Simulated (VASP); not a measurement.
Sn3Se2S:

```
Sn Se S
1.0
     4.26293    0.00000    0.00000
    -2.13147    3.69181    0.00000
     0.00000    0.00000   10.44201
Sn Se S
3 2 1
Direct
  0.66667 0.33333 0.83333
  0.00000 0.00000 0.50000
  0.33333 0.66667 0.16667
  0.33333 0.66667 0.66667
  0.66667 0.33333 0.33333
  0.00000 0.00000 0.00000
```

```yaml
Program: VASP 6.6.1
Task: relaxation of cell and atoms
Functional: PBE
Potentials_or_basis: VASP PAW PBE potentials, release 64 (Sn_d, Se, S)
Cutoff: 600 eV
k_mesh: 6 × 6 × 2
Occupations: gaussian, width 0.1 eV
Spin: no spin polarisation
```

At the start: pressure -1.1 GPa; volume 27.39 Å³/atom.

**Question.** Where does the relaxation end?

**Answer.** Over 8 steps the energy falls by 10.0 meV/atom and the volume is 26.80 Å³/atom (-2.1 %); space group P-3m1 (No. 164, to 0.05 Å).

Step by step:
| step | energy change (eV) | largest force (eV/Å) | pressure (GPa) | volume (Å³) |
| --- | --- | --- | --- | --- |
| 1 | 0.0000 | 0.4726 | -1.09 | 164.34 |
| 2 | -0.0314 | 0.3547 | 0.20 | 159.96 |
| 3 | -0.0328 | 0.3198 | 0.55 | 158.80 |
| 4 | -0.0477 | 0.1614 | 0.33 | 159.44 |
| 5 | -0.0544 | 0.1711 | 0.05 | 160.19 |
| 6 | -0.0545 | 0.1757 | 0.02 | 160.28 |
| 7 | -0.0579 | 0.1136 | -0.06 | 160.49 |
| 8 | -0.0602 | 0.0193 | -0.17 | 160.83 |

Final structure:
```xyz
6
Lattice="4.2302 0.0000 0.0000 -2.1151 3.6635 0.0000 0.0000 0.0000 10.3776" Properties=species:S:1:pos:R:3 pbc="T T T"
Sn    2.1151    1.2212    8.7376
Sn    0.0000    0.0000    5.1888
Sn    0.0000    2.4423    1.6400
Se    0.0000    2.4423    6.9623
Se    2.1151    1.2212    3.4153
S     0.0000    0.0000   10.3776
```
